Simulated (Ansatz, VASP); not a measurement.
# Two plane-wave programs on Ni

File INCAR:

```
  PREC = Accurate
  ENCUT = 520
  EDIFF = 1E-7
  ISMEAR = 1
  SIGMA = 1.0
  LREAL = False
  LASPH = True
  NELM = 80
  ALGO = Normal
  ISIF = 2
  LWAVE = False
  LCHARG = False
  GGA = PE
  NBANDS = 11
```

KPOINTS

```
Automatic mesh
0
Gamma
  15 15 15
```

Contents of POSCAR:

```
Ni
1.0
    0.0000000000      1.7572466680      1.7572466680
    1.7572466680      0.0000000000      1.7572466680
    1.7572466680      1.7572466680      0.0000000000
Ni
1
Direct
    0.0000000000      0.0000000000      0.0000000000
```

Input for Ansatz:

```yaml
crystal:
  lattice:
    - [0.0, 1.757246668, 1.757246668]
    - [1.757246668, 0.0, 1.757246668]
    - [1.757246668, 1.757246668, 0.0]
  atoms:
    - { symbol: Ni, position: [0.0, 0.0, 0.0] }
hamiltonian:
  xc: pbe
  pseudopotentials:
    kind: paw
    azcp:
      Ni: "pseudopotentials/Ni.paw.azcp"
basis:
  ecutwfc: 420
  fft_grid_basis: typed
kpoints:
  mp_grid: { grid: [15, 15, 15], shift: [0, 0, 0] }
magnetization:
  spin_polarized: false
scf:
  occupations: { method: cold, width: 1.0 }
  lower_state_search: "off"
output:
  stress: true
```

Alike in both runs: task single point; functional PBE; k mesh 15 × 15 × 15; no spin polarisation.

|  | VASP | Ansatz |
| --- | --- | --- |
| version | VASP 6.6.1 | Ansatz 0.2.0 |
| potentials or method | VASP PAW PBE potentials, release 64 (Ni), cutoff 520 eV | plane waves (420 eV) with PAW, scalar-relativistic |
| occupations | methfessel-paxton of order 1, width 1 eV | cold, width 1 eV |
| valence electrons in the cell | 10 | 18 |

Ansatz gave:

| Property | Result |
| --- | --- |
| pressure (GPa) | -4.3 |

Problem. Estimate VASP's values.

Solution. Pressure (GPa): -0.7.

VASP's potentials hold 10 valence electrons a cell and Ansatz's 18, so a difference there can come from the potentials and not from the codes.
